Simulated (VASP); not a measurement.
Runs of VASP 6.6.1 on Ca. The structure is that of space group Fm-3m (No. 225), or close to it. The cells are those of the table. 

```csv
level,cell,cutoff (eV),smearing,gap on the mesh (eV),pressure (GPa)
BLYP,"a = 3.972, b = 3.893, c = 3.931 Å, angles 61.2, 60.6, 60.2°, 1 atom",520,methfessel-paxton 0.2 eV,none,(a)
PBE,"a = 4.004 Å, angles 60.0°, 1 atom",520,fermi-dirac 0.05 eV,none,-1.1
r2SCAN+rVV10,"a = 3.972 Å, angles 60.0°, 1 atom",520,fermi-dirac 0.05 eV,none,-0.6
PBE+D4,"a = 3.952 Å, angles 60.0°, 1 atom",500,fermi-dirac 0.05 eV,none,-1.1
```

Alike in all rows: potentials or basis VASP PAW PBE potentials, release 64 (Ca_sv); no spin polarisation.

Q: Fill in the values left out.

A: (a) -0.4.

Caveats: the PAW data sets were made with another functional, which shifts forces and pressure a little (at least some runs).

A gap of «none» marks levels without a gap at the run's occupations.
